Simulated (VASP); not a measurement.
Ti:

```xyz
3
Lattice="4.5674 0.0000 0.0000 -2.2837 3.9555 0.0000 0.0000 0.0000 2.8262" Properties=species:S:1:pos:R:3 pbc="T T T"
Ti    0.0000    0.0000    0.0000
Ti    0.0000    2.6370    1.4131
Ti    2.2837    1.3185    1.4131
```

| Property | Result |
| --- | --- |
| Program | VASP 6.6.1 |
| Task | relaxation of cell and atoms |
| Functional | PBE |
| Dispersion | D3(BJ) |
| Potentials or basis | VASP PAW PBE potentials, release 64 (Ti_sv) |
| Cutoff | 600 eV |
| k mesh | 12 × 12 × 14 |
| Occupations | gaussian, width 0.1 eV |
| Spin | no spin polarisation |

At the start: pressure -5.4 GPa; volume 17.02 Å³/atom.

Question: Where does the relaxation end?

Answer: Over 7 steps the energy falls by 14.5 meV/atom and the volume is 16.19 Å³/atom (-4.9 %); space group P6/mmm (No. 191, to 0.05 Å).

Step by step:
| step | energy change (eV) | largest force (eV/Å) | pressure (GPa) | volume (Å³) |
| --- | --- | --- | --- | --- |
| 1 | 0.0000 | 0.0000 | -5.38 | 51.06 |
| 2 | -0.0207 | 0.0000 | 4.48 | 46.95 |
| 3 | -0.0433 | 0.0000 | 0.04 | 48.61 |
| 4 | -0.0433 | 0.0000 | -0.08 | 48.66 |
| 5 | -0.0433 | 0.0000 | -0.12 | 48.65 |
| 6 | -0.0433 | 0.0000 | -0.11 | 48.65 |
| 7 | -0.0434 | 0.0000 | 0.03 | 48.58 |

Final structure:
```
Ti
1.0
     4.48946    0.00000    0.00000
    -2.24473    3.88799    0.00000
     0.00000    0.00000    2.78296
Ti
3
Direct
  0.00000 0.00000 0.00000
  0.33333 0.66667 0.50000
  0.66667 0.33333 0.50000
```

Caveat: pairwise dispersion overbinds metals, which lowers pressure and volume.
